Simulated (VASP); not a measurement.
Set up this calculation in VASP 6.6.1, as the native input.

```yaml
Task: single point
Functional: PBE
Potentials_or_basis: VASP PAW PBE potentials, release 64 (Cd)
Cutoff: 520 eV
k_mesh: 15 × 15 × 8
Occupations: fermi-dirac, width 0.08 eV
Spin: no spin polarisation
Dipole_correction: no
Further_INCAR_settings: ALGO = Normal; EDIFF = 1e-06; NBANDS = 19
```

The structure of Cd lies in POSCAR:

```
Cd
1.0
    3.0219781541      0.0000000000      0.0000000000
   -1.5109890770      2.6171098511      0.0000000000
    0.0000000000      0.0000000000      4.8685694024
Cd
2
Direct
    0.3333333333      0.6666666667      0.2500000000
    0.6666666667      0.3333333333      0.7500000000
```

These files were run (other wordings do the same):

INCAR

```
SYSTEM = Cd
PREC = Accurate
ENCUT = 520
EDIFF = 1E-6
ISMEAR = -1
SIGMA = 0.08
LREAL = .False.
LASPH = .True.
NELM = 80
ALGO = Normal
ISIF = 2
LWAVE = .False.
LCHARG = .False.
GGA = PE
NBANDS = 19
```

KPOINTS

```
regular mesh
0
Gamma
  15 15 8
  0 0 0
```

Potentials or basis: VASP PAW PBE potentials, release 64 (Cd).

Run with:

```bash
$ cat potpaw_PBE.64/Cd/POTCAR > POTCAR
$ mpirun -np 1 vasp_std > vasp.out
```

Results of the run:

```
Pressure               : 11.4 GPa
Band gap on the k mesh : zero (band 12 reaches 5.41 eV, above the bottom of band 13 at 2.90 eV)
```

Wall time 47 s on 1 thread of Intel(R) Xeon(R) 6975P-C (Granite Rapids), on a shared host, peak memory 0.21 GiB.
